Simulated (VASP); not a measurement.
Here is a VASP 6.6.1 calculation.

Contents of POSCAR:

```
BeS
1.0
   -0.0927196089      2.3404424479      2.3404424479
    2.3404424479     -0.0927196089      2.3404424479
    2.3404424479      2.3404424479     -0.0927196089
Be S
1 1
Direct
    0.0000000000      0.0000000000      0.0000000000
    0.5000000000      0.5000000000      0.5000000000
```

INCAR.step1

```
PREC = Accurate ; ENCUT = 520
EDIFF = 1E-5 ; ISMEAR = 0
SIGMA = 0.01 ; LREAL = False
LASPH = True ; NELM = 100
ALGO = Normal ; ISIF = 2
LWAVE = True ; LCHARG = False
GGA = PE ; NBANDS = 11
```

File INCAR.step2:

```
PREC = Accurate ; ENCUT = 520
EDIFF = 1E-6 ; ISMEAR = 0
SIGMA = 0.01 ; LREAL = False
LASPH = True ; NELM = 100
ALGO = Normal ; ISIF = 2
LWAVE = False ; LCHARG = False
GGA = PE ; LHFCALC = True
HFSCREEN = 0.2079 ; PRECFOCK = Normal
ISTART = 1 ; NBANDS = 11
```

The input KPOINTS:

```
regular mesh
0
Gamma
  6 6 6
```

Potentials or basis: VASP PAW PBE potentials, release 64 (Be, S).

The run is started by

```sh
$ cat potpaw_PBE.64/Be/POTCAR potpaw_PBE.64/S/POTCAR > POTCAR
$ cp INCAR.step1 INCAR
$ mpirun -np 1 vasp_std > vasp.out
$ cp INCAR.step2 INCAR
$ mpirun -np 1 vasp_std > vasp.out
```

Question: What does it give for the pressure?

Answer: -9.8 GPa.

Question: What does it give for the band gap on the k mesh?

Answer: 1.41 eV (least direct gap 4.35 eV).

Stress tensor (GPa, compression positive):
```
-9.81  3.92  3.92
 3.92 -9.81  3.92
 3.92  3.92 -9.81
```

Caveat: the cell differs from its parent crystal (epitaxial 111 strain +5.0%); the cell stands under tension; the structure was generated, so it needn't be the stable form of BeS; the PAW data sets were made with another functional, which shifts forces and pressure a little. A k mesh can miss the band edges.
